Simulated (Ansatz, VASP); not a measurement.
## One calculation of OF3, two programs

```xyz
4
Lattice="-2.2681 2.2681 2.2681 2.2681 -2.2681 2.2681 2.2681 2.2681 -2.2681" Properties=species:S:1:pos:R:3 pbc="T T T"
O     0.0000    0.0000    0.0000
F     2.2681    0.0000    0.0000
F     0.0000    2.2681    0.0000
F     0.0000    0.0000    2.2681
```

Alike in both runs: functional PBE; dispersion D3(BJ); k mesh 14 × 14 × 14; occupations gaussian, width 0.1 eV; collinear spin.

Ansatz relaxed the structure, and its values are those at the end. VASP's run is a single point on that final structure, the one shown.

|  | VASP | Ansatz |
| --- | --- | --- |
| version | VASP 6.6.1 | Ansatz 0.2.0 |
| potentials or method | VASP PAW PBE potentials, release 64 (O, F), cutoff 520 eV | scalar-relativistic, plane waves, PAW |
| valence electrons in the cell | 27 | 27 |

VASP gave:

| Item | Value |
| --- | --- |
| gap on the k mesh at the Fermi level (eV) | none |
| pressure (GPa) | -0.6 |
| net moment per atom (μB) | 1.25 |
| size of the moment on the site where the two differ most (μB) | 1.93 |

Question: Estimate Ansatz's values.

Answer: gap on the k mesh at the Fermi level (eV): none; pressure (GPa): 0.0; net moment per atom (μB): 1.25; size of the moment on the site where the two differ most (μB): 2.16.

Site moments also hang on the region over which each program counts them. A gap of «none» marks a metal or a gap that the smearing closes.
